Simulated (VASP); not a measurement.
# AlAs (F-43m) in VASP: further runs, part 2 of 2

VASP 6.6.1.

## 4. Single point, PBE

The input, INCAR:

```
PREC = Accurate ; ENCUT = 500
EDIFF = 1E-6 ; ISMEAR = -1
SIGMA = 0.02 ; LREAL = False
LASPH = True ; NELM = 120
ALGO = Normal ; ISIF = 2
LWAVE = False ; LCHARG = False
GGA = PE ; NBANDS = 11
GGA_COMPAT = False
```

The input, KPOINTS:

```
regular mesh
0
Gamma
  8 8 8
```

The input, POSCAR:

```
AlAs
1.0
    0.0000000000      2.8389245968      2.8389245968
    2.8389245968      0.0000000000      2.8389245968
    2.8389245968      2.8389245968      0.0000000000
Al As
1 1
Direct
    0.0000000000      0.0000000000      0.0000000000
    0.2500000000      0.2500000000      0.2500000000
```

Potentials or basis: VASP PAW PBE potentials, release 64 (Al, As).

Command:

```
cat potpaw_PBE.64/Al/POTCAR potpaw_PBE.64/As/POTCAR > POTCAR
mpirun -np 1 vasp_std > vasp.out
```

OUTCAR:

```text
PREC = Accurate
   ENCUT = 500
   EDIFF = 1E-6
   ISMEAR = -1
   LREAL = False
   LASPH = True
   NELM = 120
   ISIF = 2
   GGA = PE

 ion  position               nearest neighbor table
   1  0.000  0.000  0.000-   2 2.46   2 2.46   2 2.46   2 2.46
   2  0.250  0.250  0.250-   1 2.46   1 2.46   1 2.46   1 2.46

  LATTYP: Found a face centered cubic cell.
 ALAT       =     5.6778491936

  Lattice vectors:

 A1 = (   0.0000000000,   2.8389245968,   2.8389245968)
 A2 = (   2.8389245968,   0.0000000000,   2.8389245968)
 A3 = (   2.8389245968,   2.8389245968,   0.0000000000)

Analysis of symmetry for initial positions (statically):
=====================================================================
 Subroutine PRICEL returns:
 Original cell was already a primitive cell.

 Routine SETGRP: Setting up the symmetry group for a
 face centered cubic supercell.

 Subroutine GETGRP returns: Found 24 space group operations
 (whereof 24 operations were pure point group operations)
 out of a pool of 48 trial point group operations.

The static configuration has the point symmetry T_d .

Analysis of symmetry for dynamics (positions and initial velocities):
=====================================================================
 Subroutine PRICEL returns:
 Original cell was already a primitive cell.

 Routine SETGRP: Setting up the symmetry group for a
 face centered cubic supercell.

 Subroutine GETGRP returns: Found 24 space group operations
 (whereof 24 operations were pure point group operations)
 out of a pool of 48 trial point group operations.

The dynamic configuration has the point symmetry T_d .

 Subroutine INISYM returns: Found 24 space group operations
 (whereof 24 operations are pure point group operations),
 and found     1 'primitive' translations

----------------------------------------------------------------------------------------

                                     Primitive cell

  volume of cell :      45.7606

  direct lattice vectors                    reciprocal lattice vectors
     0.000000000  2.838924597  2.838924597    -0.176123029  0.176123029  0.176123029
     2.838924597  0.000000000  2.838924597     0.176123029 -0.176123029  0.176123029
     2.838924597  2.838924597  0.000000000     0.176123029  0.176123029 -0.176123029

  length of vectors
     4.014845667  4.014845667  4.014845667     0.305054035  0.305054035  0.305054035

  position of ions in fractional coordinates (direct lattice)
     0.000000000  0.000000000  0.000000000
     0.250000000  0.250000000  0.250000000

  ion indices of the primitive-cell ions
   primitive index   ion index
                 1           1
                 2           2

----------------------------------------------------------------------------------------

 KPOINTS: regular mesh

Automatic generation of k-mesh.
 Grid dimensions read from file:
 generate k-points for:    8    8    8

 Generating k-lattice:

  Cartesian coordinates                     Fractional coordinates (reciprocal lattice)
    -0.022015379  0.022015379  0.022015379     0.125000000  0.000000000  0.000000000
     0.022015379 -0.022015379  0.022015379     0.000000000  0.125000000  0.000000000
     0.022015379  0.022015379 -0.022015379     0.000000000  0.000000000  0.125000000

  Length of vectors
     0.038131754  0.038131754  0.038131754

  Shift w.r.t. Gamma in fractional coordinates (k-lattice)
     0.000000000  0.000000000  0.000000000

 Subroutine IBZKPT returns following result:
 ===========================================

 Found     29 irreducible k-points:

 Following reciprocal coordinates:
            Coordinates               Weight
  0.000000  0.000000  0.000000      1.000000
  0.125000  0.000000  0.000000      8.000000
  0.250000  0.000000  0.000000      8.000000
  0.375000  0.000000  0.000000      8.000000
  0.500000  0.000000  0.000000      4.000000
  0.125000  0.125000  0.000000      6.000000
[... 16 lines left out ...]
  0.500000  0.250000  0.125000     48.000000
 -0.375000  0.250000  0.125000     24.000000
 [... further k-points ...]
   k-points           NKPTS =     29   k-points in BZ     NKDIM =     29   number of bands    NBANDS=     11
   number of dos      NEDOS =    301   number of ions     NIONS =      2
   total plane-waves  NPLWV =  27000
   dimension x,y,z NGX =    30 NGY =   30 NGZ =   30
   dimension x,y,z NGXF=    60 NGYF=   60 NGZF=   60
   ions per type =               1   1
   NGX,Y,Z   is equivalent  to a cutoff of  12.42, 12.42, 12.42 a.u.
   NGXF,Y,Z  is equivalent  to a cutoff of  24.84, 24.84, 24.84 a.u.
 SYSTEM =  unknown system
   PREC   = accura    normal or accurate (medium, high low for compatibility)
   ISTART =      0    job   : 0-new  1-cont  2-samecut
   ICHARG =      2    charge: 1-file 2-atom 10-const
   ISPIN  =      1    spin polarized calculation?
   LNONCOLLINEAR =      F non collinear calculations
   LSORBIT =      F    spin-orbit coupling
   LASPH  =      T    aspherical Exc in radial PAW
   ENCUT  =  500.0 eV  36.75 Ry    6.06 a.u.   7.32  7.32  7.32*2*pi/ulx,y,z
   NELM   =    120;   NELMIN=  2; NELMDL= -5     # of ELM steps
   EDIFF  = 0.1E-05   stopping-criterion for ELM
   LREAL  =      F    real-space projection
   EDIFFG = 0.1E-04   stopping-criterion for IOM
   NSW    =      0    number of steps for IOM
   IBRION =     -1    ionic relax: 0-MD 1-quasi-New 2-CG
   NFREE  =      0    steps in history (QN), initial steepest desc. (CG)
   ISIF   =      2    stress and relaxation
   ISYM   =      2    0-nonsym 1-usesym 2-fastsym
   POTIM  = 0.5000    time-step for ionic-motion
   TEBEG  =    0.0;   TEEND  =   0.0 temperature during run
   PSTRESS=    0.0 pullay stress
   NELECT =       8.0000    total number of electrons
   NUPDOWN=      -1.0000    fix difference up-down
   EMIN   =  10.00;   EMAX   =-10.00  energy-range for DOS
   EFERMI =   0.00;   METHOD = LEGACY
   ISMEAR =    -1;   SIGMA  =   0.02  broadening in eV -4-tet -1-fermi 0-gaus
   EFERMI_NEDOS =   21; number of points for ismear=-14 and -15
   IALGO  =     38    algorithm
   IMIX   =      4    mixing-type and parameters
     AMIX     =   0.40;   BMIX     =  1.00
     AMIX_MAG =   1.60;   BMIX_MAG =  1.00
  volume/ion in A,a.u.               =      22.88       154.40
  Fermi-wavevector in a.u.,A,eV,Ry     =   0.915393  1.729842 11.400928  0.837945
  Thomas-Fermi vector in A             =   2.040129
   LORBIT       =      0    0 simple, 1 ext, 2 COOP (PROOUT), +10 PAW based schemes
   GGA     = PE    functional components
   LHFCALC =     F    Hartree Fock is set to
   AEXX    =    0.0000 exact exchange contribution
   IVDW    =     0    specifies the selected vdW correction
   LEPSILON=     F    determine dielectric tensor
   LRPA    =     F    only Hartree local field effects (RPA)
 non-spin polarized calculation
  energy-cutoff  :      500.00
  volume of cell :       45.76
 maximum number of plane-waves:      1211
 NGX is ok and might be reduce to    30
   NGX = 15   NGY = 15   NGZ = 15

 number of electron       7.9999999 magnetization

 Free energy of the ion-electron system (eV)
  ---------------------------------------------------
  ext. energy  EPLUGINS =         0.00000000
  ---------------------------------------------------
  free energy    TOTEN  =        -9.37958212 eV

  energy without entropy =       -9.37958212  energy(sigma->0) =       -9.37958212

 E-fermi :   4.2154     XC(G=0):  -9.0065

 val. band max:        3.8130486773   @ k =   0.0000   0.0000   0.0000
 cond. band min:       5.2633601303   @ k =   0.5000   0.5000   0.0000
 fundamental gap:      1.4503114530
 Fermi energy:         4.2154437917

 k-point     1 :       0.0000    0.0000    0.0000
  band No.  band energies     occupation
      1      -8.0014      2.00000
      2       3.8130      2.00000
      3       3.8130      2.00000
      4       3.8130      2.00000
      5       5.8025      0.00000
      6       8.0848      0.00000
      7       8.0848      0.00000
      8       8.0848      0.00000
      9      12.6353      0.00000
     10      12.8068      0.00000
     11      12.8068      0.00000
[... 309 lines left out ...]
 k-point    24 :      -0.3750    0.2500    0.1250
  band No.  band energies     occupation
      1      -6.3424      2.00000
      2      -1.4156      2.00000
      3       1.1453      2.00000
      4       2.2860      2.00000
      5       7.4613      0.00000
      6       8.0489      0.00000
      7      10.4577      0.00000
      8      11.4214      0.00000
      9      12.1368      0.00000
     10      14.7883      0.00000
     11      16.0576      0.00000

 [... further k-points ...]
[... 5 lines left out ...]
  --------------------------------------------------------------------------------------
  -------------------------------------------------------------------------------------
  Total        0.5917240      0.5917240      0.5917240     -0.0000000      0.0000000     -0.0000000
  in kB       20.7175415     20.7175415     20.7175415     -0.0000000      0.0000000     -0.0000000
  external PRESSURE =      20.7175415 kB  Pullay stress =       0.0000000 kB

 VOLUME and BASIS-vectors are now :
 -----------------------------------------------------------------------------
  energy-cutoff  :      500.00
  volume of cell :       45.76
      direct lattice vectors                 reciprocal lattice vectors
     0.000000000  2.838924597  2.838924597    -0.176123029  0.176123029  0.176123029
     2.838924597  0.000000000  2.838924597     0.176123029 -0.176123029  0.176123029
     2.838924597  2.838924597  0.000000000     0.176123029  0.176123029 -0.176123029

 POSITION                                       TOTAL-FORCE (eV/Angst)
 -----------------------------------------------------------------------------------
      0.00000      0.00000      0.00000        -0.000000      0.000000      0.000000
      1.41946      1.41946      1.41946         0.000000     -0.000000     -0.000000
 -----------------------------------------------------------------------------------
    total drift:                               -0.000000     -0.000000     -0.000000

  FREE ENERGIE OF THE ION-ELECTRON SYSTEM (eV)
  ---------------------------------------------------
  free  energy   TOTEN  =        -9.3795821156 eV

  energy  without entropy=       -9.3795821156  energy(sigma->0) =       -9.37958212
```

OSZICAR:

```text
N       E                     dE             d eps       ncg     rms          rms(c)
DAV:   1     0.131565096152E+02    0.13157E+02   -0.28963E+03   638   0.526E+02
DAV:   2    -0.870753249252E+01   -0.21864E+02   -0.20692E+02   843   0.831E+01
DAV:   3    -0.959331667632E+01   -0.88578E+00   -0.88475E+00   818   0.173E+01
DAV:   4    -0.960018175196E+01   -0.68651E-02   -0.68645E-02   725   0.183E+00
DAV:   5    -0.960032027022E+01   -0.13852E-03   -0.13852E-03   804   0.256E-01    0.320E+00
DAV:   6    -0.941142051383E+01    0.18890E+00   -0.33563E-01   710   0.209E+00    0.185E+00
DAV:   7    -0.937874787386E+01    0.32673E-01   -0.16665E-01   737   0.160E+00    0.678E-01
DAV:   8    -0.937933301324E+01   -0.58514E-03   -0.11191E-02   692   0.494E-01    0.109E-01
DAV:   9    -0.937944478610E+01   -0.11177E-03   -0.40929E-04   764   0.116E-01    0.612E-02
DAV:  10    -0.937957839572E+01   -0.13361E-03   -0.17858E-04   708   0.714E-02    0.695E-03
DAV:  11    -0.937958218959E+01   -0.37939E-05   -0.20252E-05   763   0.193E-02    0.572E-03
DAV:  12    -0.937958211557E+01    0.74019E-07   -0.20397E-06   707   0.690E-03
   1 F= -.93795821E+01 E0= -.93795821E+01  d E =-.908747E-11
```

stdout:

```text
POSCAR found type information on POSCAR AlAs
 POSCAR found :  2 types and       2 ions
 scaLAPACK will be used
 LDA part: xc-table for (Slater+PW92), standard interpolation
 POSCAR, INCAR and KPOINTS ok, starting setup
 FFT: planning ... GRIDC
 FFT: planning ... GRID_SOFT
 FFT: planning ... GRID
 WAVECAR not read
 entering main loop
```

It took 7.3 s on 1 thread of Intel Xeon 6975P-C (Granite Rapids), shared host; peak memory 0.16 GiB.

What came out:

* Free energy: -9.3796 eV
* Pressure: 2.1 GPa
* Band gap on the k mesh: 1.45 eV, indirect (least direct gap 1.99 eV)

Levels at points of the mesh, in eV from the valence-band top:
| k point | band 1 | band 2 | band 3 | band 4 | band 5 | band 6 | band 7 | band 8 |
| --- | --- | --- | --- | --- | --- | --- | --- | --- |
| (0.00, 0.00, 0.00) | -11.81 | 0.00 | 0.00 | 0.00 | 1.99 | 4.27 | 4.27 | 4.27 |
| (0.50, 0.00, 0.00) | -10.41 | -5.53 | -0.82 | -0.82 | 2.11 | 4.67 | 4.67 | 7.73 |
| (0.50, 0.50, 0.00) | -9.87 | -5.40 | -2.15 | -2.15 | 1.45 | 2.29 | 10.27 | 10.27 |

A k mesh can miss the band edges.
